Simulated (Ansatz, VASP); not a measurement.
# Two plane-wave programs on Al

```
Al
1.0
    -1.41722    1.41722    1.91098
     1.41722   -1.41722    1.91098
     1.41722    1.41722   -1.91098
Al
1
Cartesian
  0.0000 0.0000 0.0000
```

Alike in both runs: task single point; functional LDA; k mesh 22 × 22 × 22; occupations gaussian, width 0.15 eV; no spin polarisation.

```csv
,VASP,Ansatz
version,VASP 6.6.1,Ansatz 0.2.0
potentials or method,"VASP PAW LDA potentials, release 64 (Al), cutoff 520 eV","scalar-relativistic, plane waves, PAW"
valence electrons in the cell,3,3
```

```tsv
	VASP	Ansatz	Ansatz less VASP
gap on the k mesh at the Fermi level (eV)	none	none	-
pressure (GPa)	2.9	2.8	-0.10
traceless stress, the component that is largest in VASP (GPa)	2.35	2.33	-0.020
```

LDA's correlation is that of Perdew and Zunger in VASP and of Perdew and Wang (1992) in Ansatz. A gap of «none» marks a metal or a gap that the smearing closes.
